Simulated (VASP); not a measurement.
**N2: single point with PBE**

System: N2, in a box.

```
N
1.0
    13.00000    0.00000    0.00000
     0.00000   13.30000    0.00000
     0.00000    0.00000   13.60000
N
2
Direct
  0.45761 0.50000 0.50000
  0.54239 0.50000 0.50000
```

* Program: VASP 6.6.1
* Task: single point
* Functional: PBE
* Potentials or basis: VASP PAW PBE potentials, release 64 (N_h)
* Cutoff: 1000 eV
* k mesh: 1 × 1 × 1
* Occupations: gaussian, width 0.01 eV
* Spin: no spin polarisation

| Item | Value |
| --- | --- |
| Largest force | 0.068 eV/Å |
| Gap between the frontier levels | 8.25 eV |

Forces in eV/Å, atoms in the order of the input:
```
N   -0.068  0.000  0.000
N    0.068  0.000  0.000
```

Levels at points of the mesh, in eV from the valence-band top:
```tsv
k point	band 1	band 2	band 3	band 4	band 5	band 6	band 7	band 8	band 9	band 10
(0.00, 0.00, 0.00)	-17.95	-3.28	-1.35	-1.35	0.00	8.25	8.25	10.04	10.78	10.82
```

Run time: 4.3 min on 1 thread of Intel(R) Xeon(R) 6975P-C (Granite Rapids), with other jobs on the host, peak memory 3.4 GiB.
